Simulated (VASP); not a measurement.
Write the native input for VASP 6.6.1 that does the following.

| Quantity | Value |
| --- | --- |
| Task | single point |
| Functional | PBE |
| Potentials or basis | VASP PAW PBE potentials, release 64 (Te, Ti_sv) |
| Cutoff | 520 eV |
| k mesh | 7 × 7 × 4 |
| Occupations | fermi-dirac, width 0.05 eV |
| Spin | no spin polarisation |
| Dipole correction | no |
| Further INCAR settings | ALGO = Normal; EDIFF = 1e-06; NBANDS = 19 |

The structure of TiTe2 lies in POSCAR:

```
TiTe2
1.0
    3.7770000000     -0.0188850000      0.0000000000
   -1.9048548898      3.2804204501      0.0000000000
    0.0000000000      0.0000000000      6.4980000000
Te Ti
2 1
Direct
    0.3333333333      0.6666666667      0.7372000000
    0.6666666667      0.3333333333      0.2628000000
    0.0000000000      0.0000000000      0.0000000000
```

One way to write it, as run:

INCAR

```
SYSTEM = TiTe2
  PREC = Accurate
  ENCUT = 520
  EDIFF = 1E-6
  ISMEAR = -1
  SIGMA = 0.05
  LREAL = .FALSE.
  LASPH = .TRUE.
  NELM = 100
  ALGO = Normal
  ISIF = 2
  LWAVE = .FALSE.
  LCHARG = .TRUE.
  GGA = PE
  LELF = .TRUE.
  LVHAR = .TRUE.
  NBANDS = 19
```

KPOINTS

```
regular mesh
0
G
  7 7 4
  0 0 0
```

Potentials or basis: VASP PAW PBE potentials, release 64 (Te, Ti_sv).

Launch:

```console
$ cat potpaw_PBE.64/Te/POTCAR potpaw_PBE.64/Ti_sv/POTCAR > POTCAR
$ mpirun -np 1 vasp_std > vasp.out
```

Results of the run:

The pressure is 0.9 GPa. The largest force is 0.023 eV/Å and the band gap on the k mesh is zero (band 12 reaches 7.23 eV, above the bottom of band 13 at 6.63 eV).

Caveat: spin-orbit coupling is left out, which moves the levels of the heavy elements.

Wall time 2.5 min on 1 thread of Intel(R) Xeon(R) Platinum 8259CL CPU @ 2.50GHz (Skylake/Cascade Lake), on a shared host, peak memory 0.29 GiB.
